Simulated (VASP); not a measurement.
# Na (Fm-3m) in VASP: further runs

Runs on Na. Level: LDA. Tasks: single point, relaxation of cell and atoms.

Program: VASP 6.6.1. These are calculated values, not measurements. Logs are shortened: lines on timing, memory, paths and dates and some standing lists are left out, and cuts for length are marked.

## (1) The cell of the first run

It takes space group Fm-3m (No. 225, cubic). Conventional cell: a = 5.314 Å, b = 5.314 Å, c = 5.314 Å, α = 90.00°, β = 90.00°, γ = 90.00°. Within 4.9 Å of Na (site symmetry m-3m) lie 12 Na at 3.76 Å.

## (2) Single point, LDA (volume scaled by 1.12)

INCAR reads:

```
SYSTEM = Na
PREC = Accurate ; ENCUT = 520
EDIFF = 1E-6 ; ISMEAR = -1
SIGMA = 0.1 ; LREAL = .FALSE.
LASPH = .TRUE. ; NELM = 100
ALGO = Normal ; ISIF = 2
LWAVE = .FALSE. ; LCHARG = .FALSE.
NBANDS = 10
```

KPOINTS reads:

```
Automatic mesh
0
G
  12 12 12
  0 0 0
```

POSCAR reads:

```
Na
1.0
    0.0000000000      2.6568959411      2.6568959411
    2.6568959411      0.0000000000      2.6568959411
    2.6568959411      2.6568959411      0.0000000000
Na
1
Direct
    0.0000000000      0.0000000000      0.0000000000
```

Potentials or basis: VASP PAW LDA potentials, release 64 (Na_pv).

Run with:

```
> cat potpaw_LDA.64/Na_pv/POTCAR > POTCAR
> mpirun -np 1 vasp_std > vasp.out
```

OUTCAR:

```text
SYSTEM = Na
   PREC = Accurate
   ENCUT = 520
   EDIFF = 1E-6
   ISMEAR = -1
   LREAL = .FALSE.
   LASPH = .TRUE.
   NELM = 100
   ISIF = 2

 ion  position               nearest neighbor table
   1  0.000  0.000  0.000-

  LATTYP: Found a face centered cubic cell.
 ALAT       =     5.3137918822

  Lattice vectors:

 A1 = (   0.0000000000,   2.6568959411,   2.6568959411)
 A2 = (   2.6568959411,   0.0000000000,   2.6568959411)
 A3 = (   2.6568959411,   2.6568959411,   0.0000000000)

Analysis of symmetry for initial positions (statically):
=====================================================================
 Subroutine PRICEL returns:
 Original cell was already a primitive cell.

 Routine SETGRP: Setting up the symmetry group for a
 face centered cubic supercell.

 Subroutine GETGRP returns: Found 48 space group operations
 (whereof 48 operations were pure point group operations)
 out of a pool of 48 trial point group operations.

The static configuration has the point symmetry O_h .

Analysis of symmetry for dynamics (positions and initial velocities):
=====================================================================
 Subroutine PRICEL returns:
 Original cell was already a primitive cell.

 Routine SETGRP: Setting up the symmetry group for a
 face centered cubic supercell.

 Subroutine GETGRP returns: Found 48 space group operations
 (whereof 48 operations were pure point group operations)
 out of a pool of 48 trial point group operations.

The dynamic configuration has the point symmetry O_h .

 Subroutine INISYM returns: Found 48 space group operations
 (whereof 48 operations are pure point group operations),
 and found     1 'primitive' translations

----------------------------------------------------------------------------------------

                                     Primitive cell

  volume of cell :      37.5106

  direct lattice vectors                    reciprocal lattice vectors
     0.000000000  2.656895941  2.656895941    -0.188189531  0.188189531  0.188189531
     2.656895941  0.000000000  2.656895941     0.188189531 -0.188189531  0.188189531
     2.656895941  2.656895941  0.000000000     0.188189531  0.188189531 -0.188189531

  length of vectors
     3.757418274  3.757418274  3.757418274     0.325953828  0.325953828  0.325953828

  position of ions in fractional coordinates (direct lattice)
     0.000000000  0.000000000  0.000000000

  ion indices of the primitive-cell ions
   primitive index   ion index
                 1           1

[... 77 lines left out ...]
   ISIF   =      2    stress and relaxation
   ISYM   =      2    0-nonsym 1-usesym 2-fastsym
   POTIM  = 0.5000    time-step for ionic-motion
   TEBEG  =    0.0;   TEEND  =   0.0 temperature during run
   PSTRESS=    0.0 pullay stress
   NELECT =       7.0000    total number of electrons
   NUPDOWN=      -1.0000    fix difference up-down
   EMIN   =  10.00;   EMAX   =-10.00  energy-range for DOS
   EFERMI =   0.00;   METHOD = LEGACY
   ISMEAR =    -1;   SIGMA  =   0.10  broadening in eV -4-tet -1-fermi 0-gaus
   EFERMI_NEDOS =   21; number of points for ismear=-14 and -15
   IALGO  =     38    algorithm
   IMIX   =      4    mixing-type and parameters
     AMIX     =   0.40;   BMIX     =  1.00
     AMIX_MAG =   1.60;   BMIX_MAG =  1.00
  volume/ion in A,a.u.               =      37.51       253.13
  Fermi-wavevector in a.u.,A,eV,Ry     =   0.935527  1.767890 11.907964  0.875211
  Thomas-Fermi vector in A             =   2.062443
   LORBIT       =      0    0 simple, 1 ext, 2 COOP (PROOUT), +10 PAW based schemes
   GGA     = CA    functional components
   LHFCALC =     F    Hartree Fock is set to
   AEXX    =    0.0000 exact exchange contribution
   IVDW    =     0    specifies the selected vdW correction
   LEPSILON=     F    determine dielectric tensor
   LRPA    =     F    only Hartree local field effects (RPA)
 non-spin polarized calculation
  energy-cutoff  :      520.00
  volume of cell :       37.51
 maximum number of plane-waves:      1036
   NGX = 13   NGY = 13   NGZ = 13

 number of electron       6.9999999 magnetization

 Free energy of the ion-electron system (eV)
  ---------------------------------------------------
  ext. energy  EPLUGINS =         0.00000000
  ---------------------------------------------------
  free energy    TOTEN  =        -1.45148863 eV

  energy without entropy =       -1.43665258  energy(sigma->0) =       -1.44407060

 E-fermi :   0.1034     XC(G=0):  -6.6947

 val. band max:       -0.0107731248   @ k =   0.5000   0.2500   0.0833
 cond. band min:       0.1303203491   @ k =  -0.4167   0.0833   0.0000
 fundamental gap:      0.1410934739
 Fermi energy:         0.1033550630

 k-point     1 :       0.0000    0.0000    0.0000
  band No.  band energies     occupation
      1     -24.8226      2.00000
      2     -24.8226      2.00000
      3     -24.8226      2.00000
      4      -3.1311      2.00000
      5      11.0961      0.00000
      6      11.0961      0.00000
      7      11.0961      0.00000
      8      12.3448      0.00000
      9      12.5600      0.00000
     10      12.5600      0.00000
[... 287 lines left out ...]
 k-point    24 :      -0.4167    0.1667    0.0000
  band No.  band energies     occupation
      1     -24.8536      2.00000
      2     -24.8335      2.00000
      3     -24.8287      2.00000
      4       0.7944      0.00199
      5       1.7215      0.00000
      6       6.7685      0.00000
      7       8.9926      0.00000
      8       9.8498      0.00000
      9      12.9631      0.00000
     10      14.0980      0.00000

 [... further k-points ...]

------------------------ aborting loop because EDIFF is reached ----------------------------------------

  FORCE on cell =-STRESS in cart. coord.  units (eV):
  Direction    XX          YY          ZZ          XY          YZ          ZX
  --------------------------------------------------------------------------------------
  -------------------------------------------------------------------------------------
  Total       -0.2027672     -0.2027672     -0.2027672     -0.0000000     -0.0000000      0.0000000
  in kB       -8.6607331     -8.6607331     -8.6607331     -0.0000000     -0.0000000      0.0000000
  external PRESSURE =      -8.6607331 kB  Pullay stress =       0.0000000 kB

 VOLUME and BASIS-vectors are now :
 -----------------------------------------------------------------------------
  energy-cutoff  :      520.00
  volume of cell :       37.51
      direct lattice vectors                 reciprocal lattice vectors
     0.000000000  2.656895941  2.656895941    -0.188189531  0.188189531  0.188189531
     2.656895941  0.000000000  2.656895941     0.188189531 -0.188189531  0.188189531
     2.656895941  2.656895941  0.000000000     0.188189531  0.188189531 -0.188189531

 POSITION                                       TOTAL-FORCE (eV/Angst)
 -----------------------------------------------------------------------------------
      0.00000      0.00000      0.00000         0.000000      0.000000      0.000000
 -----------------------------------------------------------------------------------
    total drift:                               -0.000000     -0.000000     -0.000000

  FREE ENERGIE OF THE ION-ELECTRON SYSTEM (eV)
  ---------------------------------------------------
  free  energy   TOTEN  =        -1.4514886264 eV

  energy  without entropy=       -1.4366525835  energy(sigma->0) =       -1.44407060
```

OSZICAR:

```text
N       E                     dE             d eps       ncg     rms          rms(c)
DAV:   1     0.269018931990E+02    0.26902E+02   -0.37817E+03  1444   0.568E+02
DAV:   2    -0.925743665094E+00   -0.27828E+02   -0.27700E+02  1504   0.141E+02
DAV:   3    -0.144882508627E+01   -0.52308E+00   -0.52274E+00  1748   0.217E+01
DAV:   4    -0.145292837388E+01   -0.41033E-02   -0.41030E-02  1684   0.194E+00
DAV:   5    -0.145298737856E+01   -0.59005E-04   -0.59004E-04  1694   0.228E-01    0.194E-01
DAV:   6    -0.145202011040E+01    0.96727E-03   -0.73751E-04  1736   0.353E-01    0.128E-01
DAV:   7    -0.145150419186E+01    0.51592E-03   -0.11409E-03  1658   0.365E-01    0.208E-02
DAV:   8    -0.145148827708E+01    0.15915E-04   -0.90505E-05  1750   0.154E-01    0.294E-03
DAV:   9    -0.145148862642E+01   -0.34935E-06   -0.38126E-07  1168   0.662E-03
   1 F= -.14514886E+01 E0= -.14440706E+01  d E =-.148360E-01
```

stdout:

```text
POSCAR found type information on POSCAR Na
 POSCAR found :  1 types and       1 ions
 scaLAPACK will be used
 LDA part: xc-table for (Slater(with rela. corr.)+CA(PZ))
 , standard interpolation
 POSCAR, INCAR and KPOINTS ok, starting setup
 FFT: planning ... GRIDC
 FFT: planning ... GRID_SOFT
 FFT: planning ... GRID
 WAVECAR not read
 entering main loop
```

Wall time 7.4 s (1 thread of Intel Xeon 6975P-C (Granite Rapids), shared host); peak memory 0.13 GiB.

Results:

```
Free energy : -1.4515 eV
Pressure    : -0.9 GPa
```

Caveat: the cell differs from its parent crystal (volume scaled by 1.12).

## (3) Relaxation of cell and atoms, LDA

This run uses another cell than the first one, of 37.71 Å³/atom, 1.005 times its volume.

INCAR reads:

```
SYSTEM = Na
PREC = Accurate ; ENCUT = 600
EDIFF = 1E-6 ; ISMEAR = -1
SIGMA = 0.1 ; LREAL = .FALSE.
LASPH = .TRUE. ; NELM = 80
ALGO = Normal ; ISIF = 3
LWAVE = .FALSE. ; LCHARG = .FALSE.
GGA = CA ; IBRION = 2
NSW = 80 ; EDIFFG = -0.01
```

KPOINTS reads:

```
regular mesh
0
G
  10 10 10
  0 0 0
```

POSCAR reads:

```
Na
1.0
    0.0000000000      2.6615832179      2.6615832179
    2.6615832179      0.0000000000      2.6615832179
    2.6615832179      2.6615832179      0.0000000000
Na
1
Direct
    0.0000000000      0.0000000000      0.0000000000
```

Potentials or basis: VASP PAW LDA potentials, release 64 (Na_pv).

Run with:

```
> cat potpaw_LDA.64/Na_pv/POTCAR > POTCAR
> mpirun -np 1 vasp_std > vasp.out
```

OUTCAR:

```text
SYSTEM = Na
   PREC = Accurate
   ENCUT = 600
   EDIFF = 1E-6
   ISMEAR = -1
   LREAL = .FALSE.
   LASPH = .TRUE.
   NELM = 80
   ISIF = 3
   GGA = CA
   IBRION = 2
   NSW = 80
   EDIFFG = -0.01

 ion  position               nearest neighbor table
   1  0.000  0.000  0.000-

  LATTYP: Found a face centered cubic cell.
 ALAT       =     5.3231664358

  Lattice vectors:

 A1 = (   0.0000000000,   2.6615832179,   2.6615832179)
 A2 = (   2.6615832179,   0.0000000000,   2.6615832179)
 A3 = (   2.6615832179,   2.6615832179,   0.0000000000)

Analysis of symmetry for initial positions (statically):
=====================================================================
 Subroutine PRICEL returns:
 Original cell was already a primitive cell.

[... 250 lines left out ...]
 cond. band min:       0.6454815717   @ k =   0.4000   0.4000   0.0000
 fundamental gap:      0.2792673044
 Fermi energy:         0.4151133773

 k-point     1 :       0.0000    0.0000    0.0000
  band No.  band energies     occupation
      1     -24.3868      2.00000
      2     -24.3868      2.00000
      3     -24.3868      2.00000
      4      -3.0421      2.00000
      5      12.1599      0.00000
      6      12.1599      0.00000
      7      12.1599      0.00000
[... 221 lines left out ...]
 k-point    24 :       0.4000    0.3000    0.0000
  band No.  band energies     occupation
      1     -24.4265      2.00000
      2     -24.4030      2.00000
      3     -24.4014      2.00000
      4      -0.0806      1.98603
      5       6.1166      0.00000
      6       6.6440      0.00000
      7       8.6106      0.00000

 [... further k-points ...]

------------------------ aborting loop because EDIFF is reached ----------------------------------------

  FORCE on cell =-STRESS in cart. coord.  units (eV):
  Direction    XX          YY          ZZ          XY          YZ          ZX
  --------------------------------------------------------------------------------------
  -------------------------------------------------------------------------------------
  Total       -0.0090359     -0.0090359     -0.0090359     -0.0000000     -0.0000000      0.0000000
  in kB       -0.4344950     -0.4344950     -0.4344950     -0.0000000     -0.0000000      0.0000000
  external PRESSURE =      -0.4344950 kB  Pullay stress =       0.0000000 kB
[... 16 lines left out ...]
  FREE ENERGIE OF THE ION-ELECTRON SYSTEM (eV)
  ---------------------------------------------------
  free  energy   TOTEN  =        -1.4636947306 eV

  energy  without entropy=       -1.4486737618  energy(sigma->0) =       -1.45618425

 reached required accuracy - stopping structural energy minimisation
```

Run time: 11 s. Hardware: 1 thread of Intel Xeon 6975P-C (Granite Rapids), shared host; peak memory 0.14 GiB.

What came out:

```yaml
Free_energy: -1.4637 eV
Relaxed_volume: 33.32 Å³/atom
Relaxed_cell: a = 3.612 Å, b = 3.612 Å, c = 3.612 Å, α = 60.00°, β = 60.00°, γ = 60.00°
Space_group_after_relaxing_to_0.05_Å: Fm-3m (No. 225)
Energy_gained_by_relaxing: 13.5 meV/atom
Ionic_steps: 3
Pressure_after_relaxing: 0.0 GPa
```

The path:
| step | energy change (eV) | largest force (eV/Å) | pressure (GPa) | volume (Å³) |
| --- | --- | --- | --- | --- |
| 1 | 0.0000 | 0.0000 | -0.89 | 37.71 |
| 2 | -0.0057 | 0.0000 | -0.72 | 36.58 |
| 3 | -0.0135 | 0.0000 | -0.04 | 33.32 |

Final structure:
```
CELL_PARAMETERS angstrom
0.00000 2.55401 2.55401
2.55401 0.00000 2.55401
2.55401 2.55401 0.00000
ATOMIC_POSITIONS crystal
Na 0.00000 0.00000 0.00000
```

Levels at points of the mesh, in eV from the Fermi level:
```tsv
k point	band 1	band 2	band 3	band 4	band 5	band 6	band 7
(0.00, 0.00, 0.00)	-24.80	-24.80	-24.80	-3.46	11.74	11.74	11.74
(0.50, 0.00, 0.00)	-24.85	-24.81	-24.81	0.65	1.08	10.75	10.75
(0.50, 0.50, 0.00)	-24.85	-24.82	-24.82	1.95	2.51	6.65	7.68
```

## (4) Single point, LDA

This run uses another cell than the first one, of 33.49 Å³/atom, 0.893 times its volume.

INCAR reads:

```
SYSTEM = Na
PREC = Accurate ; ENCUT = 520
EDIFF = 1E-6 ; ISMEAR = -1
SIGMA = 0.1 ; LREAL = .FALSE.
LASPH = .TRUE. ; NELM = 60
ALGO = Normal ; ISIF = 2
LWAVE = .FALSE. ; LCHARG = .FALSE.
GGA = CA ; NBANDS = 10
```

KPOINTS reads:

```
regular mesh
0
G
  17 17 17
  0 0 0
```

POSCAR reads:

```
Na
1.0
    0.0000000000      2.5584005384      2.5584005384
    2.5584005384      0.0000000000      2.5584005384
    2.5584005384      2.5584005384      0.0000000000
Na
1
Direct
    0.0000000000      0.0000000000      0.0000000000
```

Run with:

```
> cat potpaw_LDA.64/Na_pv/POTCAR > POTCAR
> mpirun -np 1 vasp_std > vasp.out
```

Run time: 17 s. Hardware: 1 thread of Intel Xeon 6975P-C (Granite Rapids), shared host; peak memory 0.16 GiB.

It converged, with:

* Free energy: -1.4620 eV
* Pressure: 0.0 GPa

Levels at points of the mesh, in eV from the Fermi level:
```csv
k point,band 1,band 2,band 3,band 4,band 5,band 6,band 7,band 8
"(0.00, 0.00, 0.00)",-24.86,-24.86,-24.86,-3.50,11.66,11.66,11.66,13.01
```

## (5) Single point, LDA, non-collinear spin, zero start, spin-orbit coupling

This run uses another cell than the first one, of 33.49 Å³/atom, 0.893 times its volume.

INCAR reads:

```
SYSTEM = Na
PREC = Accurate
ENCUT = 500
EDIFF = 1E-6
ISMEAR = -1
SIGMA = 0.1
LREAL = .FALSE.
LASPH = .TRUE.
NELM = 200
ALGO = Normal
ISIF = 2
LWAVE = .FALSE.
LCHARG = .TRUE.
LNONCOLLINEAR = .TRUE.
MAGMOM = 0 0 0
LORBIT = 11
LSORBIT = .TRUE.
GGA_COMPAT = .FALSE.
LORBMOM = .TRUE.
LVHAR = .TRUE.
NBANDS = 18
```

KPOINTS reads:

```
regular mesh
0
G
  11 11 11
  0 0 0
```

POSCAR is that of step 4.

Run with:

```
> cat potpaw_LDA.64/Na_pv/POTCAR > POTCAR
> mpirun -np 1 vasp_ncl > vasp.out
```

It took 1.7 min on 1 thread of Intel Xeon 8259CL, shared host; peak memory 0.21 GiB.

Results (log left out):

* Free energy: -1.4613 eV
* Pressure: -0.1 GPa
* Net moment: 0.00 μB per cell
* Valence electrons inside the program's atomic spheres: Na 6.08

Moments on the atoms (μB; x, y, z):
```
Na  0.00 0.00 0.00
```

## (6) Summary

```csv
task,spin,cell,k mesh,cutoff (eV),gap on the mesh (eV),pressure (GPa)
single point,off,"a = 3.757 Å, angles 60.0°, 1 atom",12 × 12 × 12,520,none,-0.9
relaxation of cell and atoms,off,"relaxed from a = 3.764 Å, angles 60.0°, 1 atom",10 × 10 × 10,600,none,0.0
single point,off,"a = 3.618 Å, angles 60.0°, 1 atom",17 × 17 × 17,520,none,0.0
single point,"non-collinear, zero start, SOC","a = 3.618 Å, angles 60.0°, 1 atom",11 × 11 × 11,500,-,-0.1
```

Alike in all rows: level LDA; potentials or basis VASP PAW LDA potentials, release 64 (Na_pv); smearing fermi-dirac 0.1 eV.

Total energies depend on the potentials used, so only differences within one code and one set of settings carry meaning.
